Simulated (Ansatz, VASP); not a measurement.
## Cr: VASP beside Ansatz

```
Cr
1.0
     0.00000    2.46883    2.46883
     2.46883    0.00000    2.46883
     2.46883    2.46883    0.00000
Cr
2
Direct
  0.12500 0.12500 0.12500
  0.87500 0.87500 0.87500
```

Alike in both runs: task single point; functional LDA; k mesh 12 × 12 × 12; occupations fermi-dirac, width 0.05 eV; collinear spin.

```csv
,VASP,Ansatz
version,VASP 6.6.1,Ansatz 0.2.0
potentials or method,"VASP PAW LDA potentials, release 64 (Cr_pv), cutoff 520 eV","plane waves (420 eV) with PAW, scalar-relativistic"
valence electrons in the cell,24,28
```

Ansatz gave:

```
pressure (GPa)                                                : 3.9
net moment per atom (μB)                                      : 0.00
size of the moment on the site where the two differ most (μB) : 1.23
```

Question: Which values does VASP return?

Answer: Pressure (GPa): 3.4; net moment per atom (μB): 0.00; size of the moment on the site where the two differ most (μB): 1.13.

Ansatz warns that its potentials were made for another functional, while VASP's fit it. LDA's correlation is that of Perdew and Zunger in VASP and of Perdew and Wang (1992) in Ansatz. Site moments also hang on the region over which each program counts them. VASP's potentials hold 24 valence electrons a cell and Ansatz's 28, so a difference there can come from the potentials and not from the codes.
